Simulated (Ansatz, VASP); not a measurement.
One calculation of Ti, two programs

```
CELL_PARAMETERS angstrom
0.00000 2.08761 2.08761
2.08761 0.00000 2.08761
2.08761 2.08761 0.00000
ATOMIC_POSITIONS crystal
Ti 0.00000 0.00000 0.00000
```

Alike in both runs: task single point; functional PBE; k mesh 18 × 18 × 18; occupations gaussian, width 0.1 eV; no spin polarisation.

|  | VASP | Ansatz |
| --- | --- | --- |
| version | VASP 6.6.1 | Ansatz 0.2.0 |
| potentials or method | VASP PAW PBE potentials, release 64 (Ti_sv), cutoff 520 eV | scalar-relativistic, plane waves, PAW |
| valence electrons in the cell | 12 | 12 |

```tsv
	VASP	Ansatz	Ansatz less VASP
gap on the k mesh at the Fermi level (eV)	none	none	-
pressure (GPa)	-4.7	-4.5	+0.20
```

A gap of «none» marks a metal or a gap that the smearing closes. The functional is the same, so the differences come from potentials, cutoffs and numerics.
